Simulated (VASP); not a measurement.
# Na (P6_3/mmc) in VASP: a run that goes wrong, beside a sound one

A flawed run on Na and a sound one for comparison.

All numbers are computed with VASP 6.6.1; they aren't measurements. Logs are shortened: lines on timing, memory, paths and dates and some standing lists are left out, and cuts for length are marked.

**1. The cell of the first run**

The structure is hexagonal, space group P6_3/mmc (No. 194). The conventional cell has a = 3.767 Å, b = 3.767 Å, c = 6.154 Å, α = 90.00°, β = 90.00°, γ = 120.00°. Within 4.9 Å of Na (site symmetry -6m2) lie 12 Na at 3.77 Å.

This isn't the form of Na at room conditions, which is bcc.

**2. A run with an altered input**

Input file INCAR:

```
SYSTEM = Na
GGA = CA ; ISMEAR = 1
SIGMA = 0.1 ; LWAVE = .False.
LCHARG = .False. ; NBANDS = 6
PREC = Accurate ; LASPH = .True.
LREAL = .False. ; ALGO = Normal
EDIFF = 1E-6 ; NELM = 96
GGA_COMPAT = .False. ; ENCUT = 300
```

Input file KPOINTS:

```
Automatic mesh
0
Gamma
  9 9 5
  0 0 0
```

Input file KPOINTS_OPT:

```
path GMKGALHA,LM,KH
12
line-mode
reciprocal
 0.0000000000  0.0000000000  0.0000000000  G
 0.5000000000  0.0000000000  0.0000000000  M

 0.5000000000  0.0000000000  0.0000000000  M
 0.3333333333  0.3333333333  0.0000000000  K

 0.3333333333  0.3333333333  0.0000000000  K
 0.0000000000  0.0000000000  0.0000000000  G

 0.0000000000  0.0000000000  0.0000000000  G
 0.0000000000  0.0000000000  0.5000000000  A

 0.0000000000  0.0000000000  0.5000000000  A
 0.5000000000  0.0000000000  0.5000000000  L

 0.5000000000  0.0000000000  0.5000000000  L
 0.3333333333  0.3333333333  0.5000000000  H

 0.3333333333  0.3333333333  0.5000000000  H
 0.0000000000  0.0000000000  0.5000000000  A

 0.5000000000  0.0000000000  0.5000000000  L
 0.5000000000  0.0000000000  0.0000000000  M

 0.3333333333  0.3333333333  0.0000000000  K
 0.3333333333  0.3333333333  0.5000000000  H
```

Input file POSCAR:

```
Na
1.0
    3.7670000000      0.0000000000      0.0000000000
   -1.8835000000      3.2623176961      0.0000000000
    0.0000000000      0.0000000000      6.1540000000
Na
2
Direct
    0.6666666667      0.3333333333      0.7500000000
    0.3333333333      0.6666666667      0.2500000000
```

Potentials or basis: VASP PAW LDA potentials, release 64 (Na_pv).

Started as:

```console
> cat potpaw_LDA.64/Na_pv/POTCAR > POTCAR
> mpirun -np 1 vasp_std > vasp.out
```

OUTCAR:

```text
SYSTEM = Na
   GGA = CA
   ISMEAR = 1
   PREC = Accurate
   LASPH = .True.
   LREAL = .False.
   EDIFF = 1E-6
   NELM = 96
   ENCUT = 300

 Found     36 irreducible k-points:

 Following reciprocal coordinates:
            Coordinates               Weight
  0.000000  0.000000  0.000000      1.000000
  0.111111  0.000000  0.000000      6.000000
  0.222222  0.000000  0.000000      6.000000
  0.333333 -0.000000  0.000000      6.000000
  0.444444  0.000000  0.000000      6.000000
  0.111111  0.111111  0.000000      6.000000
```

On the terminal:

```text
POSCAR found type information on POSCAR Na
 POSCAR found :  1 types and       2 ions
[... 23 lines left out ...]

1
```

stdout:

```text
POSCAR found type information on POSCAR Na
 POSCAR found :  1 types and       2 ions
 scaLAPACK will be used
 LDA part: xc-table for (Slater(with rela. corr.)+CA(PZ))
 , standard interpolation
 -----------------------------------------------------------------------------
|                                                                             |
|     EEEEEEE  RRRRRR   RRRRRR   OOOOOOO  RRRRRR      ###     ###     ###     |
|     E        R     R  R     R  O     O  R     R     ###     ###     ###     |
|     E        R     R  R     R  O     O  R     R     ###     ###     ###     |
|     EEEEE    RRRRRR   RRRRRR   O     O  RRRRRR       #       #       #      |
|     E        R   R    R   R    O     O  R   R                               |
|     E        R    R   R    R   O     O  R    R      ###     ###     ###     |
|     EEEEEEE  R     R  R     R  OOOOOOO  R     R     ###     ###     ###     |
|                                                                             |
|     The number of bands is not sufficient to hold all electrons. I am       |
|     sorry, but this calculation does not make sense. If you want to         |
|     calculate only selected states, you need to set either EFERMI or        |
|     EREF. EREF specifies around which energy states are supposed to be      |
|     calculated.                                                             |
|     I found NBANDS = 6, NELECT = 14.                                        |
|                                                                             |
|       ---->  I REFUSE TO CONTINUE WITH THIS SICK JOB ... BYE!!! <----       |
|                                                                             |
 -----------------------------------------------------------------------------

1
```

It took 0.6 s on 1 thread of Intel Xeon 6975P-C (Granite Rapids), shared host.

The input was rejected before any iteration. The input was made wrong on purpose: too few bands (KPAR = left out).

**3. Band structure, LDA**

Input file INCAR:

```
SYSTEM = Na
GGA = CA ; ISMEAR = 1
SIGMA = 0.05 ; LWAVE = .False.
LCHARG = .False. ; NBANDS = 32
PREC = Accurate ; LASPH = .True.
LREAL = .False. ; ALGO = Normal
EDIFF = 1E-7 ; NELM = 120
GGA_COMPAT = .False. ; ENCUT = 520
```

Input file KPOINTS:

```
Automatic mesh
0
Gamma
  19 19 10
  0 0 0
```

KPOINTS_OPT is that of step 2.

POSCAR is that of step 2.

Potentials or basis: VASP PAW LDA potentials, release 64 (Na_pv).

Started as:

```console
> cat potpaw_LDA.64/Na_pv/POTCAR > POTCAR
> mpirun -np 1 vasp_std > vasp.out
```

Wall time 7.5 min (1 thread of Intel Xeon 6975P-C (Granite Rapids), shared host); peak memory 0.68 GiB.

The run converged. Its results:

- Free energy: -2.8827 eV
- Pressure: -0.9 GPa
- Band gap along the path: zero within the smearing

Stress tensor (GPa, compression positive):
```
-0.88  0.00  0.00
 0.00 -0.88  0.00
 0.00  0.00 -1.02
```

Levels at the corners of the path, in eV from the Fermi level:
```
point  band 4  band 5  band 6  band 7  band 8  band 9
    Γ  -24.97  -24.97  -24.97   -3.25    0.56    0.88
    M  -24.98  -24.98  -24.97    0.25    0.31    3.81
    M  -24.98  -24.98  -24.97    0.25    0.31    3.81
    K  -24.98  -24.98  -24.98    1.32    1.45    1.45
    K  -24.98  -24.98  -24.98    1.32    1.45    1.45
    Γ  -24.97  -24.97  -24.97   -3.25    0.56    0.88
    Γ  -24.97  -24.97  -24.97   -3.25    0.56    0.88
    A  -24.97  -24.97  -24.97   -2.24   -2.24    5.42
    A  -24.97  -24.97  -24.97   -2.24   -2.24    5.42
    L  -24.98  -24.98  -24.98    1.05    1.05    1.46
    L  -24.98  -24.98  -24.98    1.05    1.05    1.46
    H  -24.99  -24.97  -24.97    2.04    2.04    2.24
    H  -24.99  -24.97  -24.97    2.04    2.04    2.24
    A  -24.97  -24.97  -24.97   -2.24   -2.24    5.42
    L  -24.98  -24.98  -24.98    1.05    1.05    1.46
    M  -24.98  -24.98  -24.97    0.25    0.31    3.81
    K  -24.98  -24.98  -24.98    1.32    1.45    1.45
    H  -24.99  -24.97  -24.97    2.04    2.04    2.24
```
